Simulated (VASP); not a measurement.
# In (I4/mmm) in VASP: further runs

Runs on In. Level: PBE. Tasks: single point.

Everything below comes from runs of VASP 6.6.1. Logs are shortened: lines on timing, memory, paths and dates and some standing lists are left out, and cuts for length are marked.

**1. The cell of the first run**

It takes space group I4/mmm (No. 139, tetragonal). Conventional cell: a = 3.145 Å, b = 3.145 Å, c = 4.933 Å, α = 90.00°, β = 90.00°, γ = 90.00°. In (site symmetry 4/mmm) has 12 In at 3.14 to 3.32 Å within 4.1 Å.

**2. Single point, PBE (strained)**

Input file INCAR:

```
SYSTEM = In
ALGO = Normal
EDIFF = 1E-6
ENCUT = 500
GGA = PE
GGA_COMPAT = .FALSE.
ISIF = 2
ISMEAR = 0
LASPH = .TRUE.
LCHARG = .TRUE.
LELF = .TRUE.
LREAL = .FALSE.
LVHAR = .TRUE.
LWAVE = .FALSE.
NBANDS = 12
NELM = 120
PREC = Accurate
SIGMA = 0.1
```

Input file KPOINTS:

```
k-points
0
G
  18 18 18
  0 0 0
```

Input file POSCAR:

```
In
1.0
   -1.5723894810      1.5723894810      2.4663797130
    1.5723894810     -1.5723894810      2.4663797130
    1.5723894810      1.5723894810     -2.4663797130
In
1
Direct
    0.0000000000      0.0000000000      0.0000000000
```

Potentials or basis: VASP PAW PBE potentials, release 64 (In_d).

Command:

```bash
$ cat potpaw_PBE.64/In_d/POTCAR > POTCAR
$ mpirun -np 1 vasp_std > vasp.out
```

OUTCAR:

```text
SYSTEM = In
   EDIFF = 1E-6
   ENCUT = 500
   GGA = PE
   ISIF = 2
   ISMEAR = 0
   LASPH = .TRUE.
   LREAL = .FALSE.
   NELM = 120
   PREC = Accurate

 ion  position               nearest neighbor table
   1  0.000  0.000  0.000-

  LATTYP: Found a body centered tetragonal cell.
 ALAT       =     3.1447789620
 C/A-ratio  =     1.5685552103

  Lattice vectors:

 A1 = (  -1.5723894810,   1.5723894810,   2.4663797130)
 A2 = (   1.5723894810,  -1.5723894810,   2.4663797130)
 A3 = (   1.5723894810,   1.5723894810,  -2.4663797130)

Analysis of symmetry for initial positions (statically):
=====================================================================
 Subroutine PRICEL returns:
 Original cell was already a primitive cell.

 Routine SETGRP: Setting up the symmetry group for a
 body centered tetragonal supercell.

 Subroutine GETGRP returns: Found 16 space group operations
 (whereof 16 operations were pure point group operations)
 out of a pool of 16 trial point group operations.

The static configuration has the point symmetry D_4h.

Analysis of symmetry for dynamics (positions and initial velocities):
=====================================================================
 Subroutine PRICEL returns:
 Original cell was already a primitive cell.

 Routine SETGRP: Setting up the symmetry group for a
 body centered tetragonal supercell.

 Subroutine GETGRP returns: Found 16 space group operations
 (whereof 16 operations were pure point group operations)
 out of a pool of 16 trial point group operations.

The dynamic configuration has the point symmetry D_4h.

 Subroutine INISYM returns: Found 16 space group operations
 (whereof 16 operations are pure point group operations),
 and found     1 'primitive' translations

----------------------------------------------------------------------------------------

                                     Primitive cell

  volume of cell :      24.3916

  direct lattice vectors                    reciprocal lattice vectors
    -1.572389481  1.572389481  2.466379713     0.000000000  0.317987373  0.202726286
     1.572389481 -1.572389481  2.466379713     0.317987373  0.000000000  0.202726286
     1.572389481  1.572389481 -2.466379713     0.317987373  0.317987373  0.000000000

  length of vectors
[... 85 lines left out ...]
   NFREE  =      0    steps in history (QN), initial steepest desc. (CG)
   ISIF   =      2    stress and relaxation
   ISYM   =      2    0-nonsym 1-usesym 2-fastsym
   POTIM  = 0.5000    time-step for ionic-motion
   TEBEG  =    0.0;   TEEND  =   0.0 temperature during run
   PSTRESS=    0.0 pullay stress
   NELECT =      13.0000    total number of electrons
   NUPDOWN=      -1.0000    fix difference up-down
   EMIN   =  10.00;   EMAX   =-10.00  energy-range for DOS
   EFERMI =   0.00;   METHOD = LEGACY
   ISMEAR =     0;   SIGMA  =   0.10  broadening in eV -4-tet -1-fermi 0-gaus
   EFERMI_NEDOS =   21; number of points for ismear=-14 and -15
   IALGO  =     38    algorithm
   IMIX   =      4    mixing-type and parameters
     AMIX     =   0.40;   BMIX     =  1.00
     AMIX_MAG =   1.60;   BMIX_MAG =  1.00
  volume/ion in A,a.u.               =      24.39       164.60
  Fermi-wavevector in a.u.,A,eV,Ry     =   1.327321  2.508273 23.970477  1.761780
  Thomas-Fermi vector in A             =   2.456642
   LORBIT       =      0    0 simple, 1 ext, 2 COOP (PROOUT), +10 PAW based schemes
   GGA     = PE    functional components
   LHFCALC =     F    Hartree Fock is set to
   AEXX    =    0.0000 exact exchange contribution
   IVDW    =     0    specifies the selected vdW correction
   LEPSILON=     F    determine dielectric tensor
   LRPA    =     F    only Hartree local field effects (RPA)
 non-spin polarized calculation
 Gauss-broadening in eV      SIGMA  =   0.10
  energy-cutoff  :      500.00
  volume of cell :       24.39
 maximum number of plane-waves:       637
   NGX = 13   NGY = 13   NGZ = 13

 number of electron      13.0000003 magnetization

 Free energy of the ion-electron system (eV)
  ---------------------------------------------------
  ext. energy  EPLUGINS =         0.00000000
  ---------------------------------------------------
  free energy    TOTEN  =        -2.51144178 eV

  energy without entropy =       -2.50982402  energy(sigma->0) =       -2.51063290

 E-fermi :   8.3738     XC(G=0): -10.5907

 val. band max:        8.3541308693   @ k =  -0.3889   0.5000   0.0556
 cond. band min:       8.3769014722   @ k =  -0.4444  -0.4444   0.1667
 fundamental gap:      0.0227706029
 Fermi energy:         8.3737954404

 k-point     1 :       0.0000    0.0000    0.0000
  band No.  band energies     occupation
      1      -6.4989      2.00000
      2      -6.3159      2.00000
      3      -6.3159      2.00000
      4      -6.2653      2.00000
      5      -6.0891      2.00000
      6      -1.6986      2.00000
      7      19.5333      0.00000
      8      19.5333      0.00000
      9      19.7989      0.00000
     10      20.1254      0.00000
     11      22.9584      0.00000
     12      23.0928      0.00000
[... 331 lines left out ...]
 k-point    24 :      -0.2222    0.0556   -0.0000
  band No.  band energies     occupation
      1      -6.4233      2.00000
      2      -6.3635      2.00000
      3      -6.2645      2.00000
      4      -6.1920      2.00000
      5      -6.1212      2.00000
      6      -0.6301      2.00000
      7      13.2950      0.00000
      8      17.1085      0.00000
      9      18.5272      0.00000
     10      20.7616      0.00000
     11      21.9085      0.00000
     12      23.0247      0.00000

 [... further k-points ...]

------------------------ aborting loop because EDIFF is reached ----------------------------------------

  FORCE on cell =-STRESS in cart. coord.  units (eV):
  Direction    XX          YY          ZZ          XY          YZ          ZX
  --------------------------------------------------------------------------------------
  -------------------------------------------------------------------------------------
  Total        0.8812051      0.8812051      0.8109499      0.0000000     -0.0000000      0.0000000
  in kB       57.8825175     57.8825175     53.2677598      0.0000000     -0.0000000      0.0000000
  external PRESSURE =      56.3442650 kB  Pullay stress =       0.0000000 kB

 VOLUME and BASIS-vectors are now :
 -----------------------------------------------------------------------------
  energy-cutoff  :      500.00
  volume of cell :       24.39
      direct lattice vectors                 reciprocal lattice vectors
    -1.572389481  1.572389481  2.466379713     0.000000000  0.317987373  0.202726286
     1.572389481 -1.572389481  2.466379713     0.317987373  0.000000000  0.202726286
     1.572389481  1.572389481 -2.466379713     0.317987373  0.317987373  0.000000000

 POSITION                                       TOTAL-FORCE (eV/Angst)
 -----------------------------------------------------------------------------------
      0.00000      0.00000      0.00000        -0.000000      0.000000      0.000000
 -----------------------------------------------------------------------------------
    total drift:                                0.000000      0.000000      0.000000

  FREE ENERGIE OF THE ION-ELECTRON SYSTEM (eV)
  ---------------------------------------------------
  free  energy   TOTEN  =        -2.5114417772 eV

  energy  without entropy=       -2.5098240194  energy(sigma->0) =       -2.51063290
```

OSZICAR:

```text
N       E                     dE             d eps       ncg     rms          rms(c)
DAV:   1     0.766373852514E+02    0.76637E+02   -0.60993E+03 11720   0.136E+03
DAV:   2     0.104681654760E+01   -0.75591E+02   -0.73531E+02 12092   0.288E+02
DAV:   3    -0.246552423918E+01   -0.35123E+01   -0.35027E+01 13680   0.632E+01
DAV:   4    -0.254195250460E+01   -0.76428E-01   -0.76406E-01 14540   0.920E+00
DAV:   5    -0.254543023034E+01   -0.34777E-02   -0.34776E-02 15932   0.174E+00    0.269E+00
DAV:   6    -0.251760538734E+01    0.27825E-01   -0.42249E-02 14716   0.436E+00    0.133E+00
DAV:   7    -0.251183726069E+01    0.57681E-02   -0.13148E-02 15256   0.227E+00    0.289E-01
DAV:   8    -0.251143475659E+01    0.40250E-03   -0.10415E-03 15724   0.539E-01    0.343E-02
DAV:   9    -0.251144100857E+01   -0.62520E-05   -0.15168E-05 16756   0.533E-02    0.178E-02
DAV:  10    -0.251144177722E+01   -0.76864E-06   -0.15518E-06 12908   0.145E-02
   1 F= -.25114418E+01 E0= -.25106329E+01  d E =-.161776E-02
```

Wall time 26 s (1 thread of Intel Xeon 6975P-C (Granite Rapids), shared host); peak memory 0.23 GiB.

Results:

```yaml
Free_energy: -2.5114 eV
Pressure: 5.6 GPa
Band_gap_on_the_k_mesh: zero (an odd number of electrons rules out a gap without spin polarisation)
```

Caveat: the cell differs from its parent crystal (strained); the cell stands under pressure; spin-orbit coupling is left out, which moves the levels of the heavy elements.

**3. Single point, PBE (strained)**

Input file INCAR:

```
PREC     = Accurate       # precision mode
ENCUT    = 500            # plane-wave cutoff, eV
EDIFF    = 1E-6           # SCF threshold, eV
ISMEAR   = 0              # smearing method
SIGMA    = 0.1            # smearing width, eV
LREAL    = False          # projectors in reciprocal space
LASPH    = True           # aspherical terms in the spheres
NELM     = 120            # most SCF steps
ALGO     = Normal         # electronic algorithm
ISIF     = 2              # what is computed and relaxed
LWAVE    = False          # write WAVECAR
LCHARG   = False          # write CHGCAR
GGA      = PE             # functional
NBANDS   = 12             # bands
GGA_COMPAT= False
```

Input file KPOINTS:

```
regular mesh
0
Gamma
  18 18 18
```

Input file POSCAR:

```
In
1.0
   -1.5592989735      1.5592989735      2.5949014155
    1.5592989735     -1.5592989735      2.5949014155
    1.5592989735      1.5592989735     -2.5949014155
In
1
Direct
    0.0000000000      0.0000000000      0.0000000000
```

Potentials or basis: VASP PAW PBE potentials, release 64 (In_d).

Command:

```bash
$ cat potpaw_PBE.64/In_d/POTCAR > POTCAR
$ mpirun -np 1 vasp_std > vasp.out
```

Wall time 50 s (1 thread of Intel Xeon 6975P-C (Granite Rapids), shared host); peak memory 0.26 GiB.

Results (log left out):

* Free energy: -2.5290 eV
* Pressure: 3.9 GPa
* Band gap on the k mesh: zero (an odd number of electrons rules out a gap without spin polarisation)

Stress tensor (GPa, compression positive):
```
4.56 0.00 0.00
0.00 4.56 0.00
0.00 0.00 2.60
```

Levels at points of the mesh, in eV from the Fermi level:
```tsv
k point	band 4	band 5	band 6	band 7	band 8	band 9
(0.00, 0.00, 0.00)	-14.57	-14.36	-9.77	10.94	10.94	11.06
(0.50, 0.00, 0.00)	-14.34	-14.26	-4.23	-3.48	6.54	10.33
(0.50, 0.50, 0.00)	-14.33	-14.14	-1.69	-0.94	3.07	4.07
(0.50, 0.50, 0.50)	-14.29	-14.29	-3.88	-3.25	5.77	5.77
```

Caveat: the cell differs from its parent crystal (strained); the cell stands under pressure; spin-orbit coupling is left out, which moves the levels of the heavy elements.
